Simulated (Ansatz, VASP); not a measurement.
**Two plane-wave programs on Si3N4**

```
Si N
1.0
     0.00000    3.86513    3.86513
     3.86513    0.00000    3.86513
     3.86513    3.86513    0.00000
Si N
6 8
Direct
  0.12500 0.12500 0.62500
  0.12500 0.62500 0.12500
  0.62500 0.12500 0.12500
  0.12500 0.12500 0.12500
  0.75000 0.75000 0.75000
  0.50000 0.50000 0.50000
  0.36757 0.36757 0.36757
  0.35271 0.88243 0.88243
  0.88243 0.88243 0.35271
  0.88243 0.35271 0.88243
  0.36757 0.36757 0.89729
  0.36757 0.89729 0.36757
  0.88243 0.88243 0.88243
  0.89729 0.36757 0.36757
```

Alike in both runs: functional r2SCAN; k mesh 6 × 6 × 6; occupations gaussian, width 0.02 eV; no spin polarisation.

Ansatz relaxed the structure, and its values are those at the end. VASP's run is a single point on that final structure, the one shown.

|  | VASP | Ansatz |
| --- | --- | --- |
| version | VASP 6.6.1 | Ansatz 0.2.0 |
| potentials or method | VASP PAW PBE potentials, release 64 (Si, N), cutoff 520 eV | scalar-relativistic, plane waves, PAW |
| valence electrons in the cell | 64 | 64 |

```tsv
	VASP	Ansatz	Ansatz less VASP
gap on the k mesh at the Fermi level (eV)	4.03	4.03	+0.003
least direct gap on the mesh (eV)	4.05	4.05	+0.002
pressure (GPa)	0.1	0.0	-0.13
rms of the force components (eV/Å)	0.009	0.000	-0.0094
```

VASP's potentials were made for PBE, not for r2SCAN. With one functional, cell and mesh, what is left measures potentials, basis and numerics.
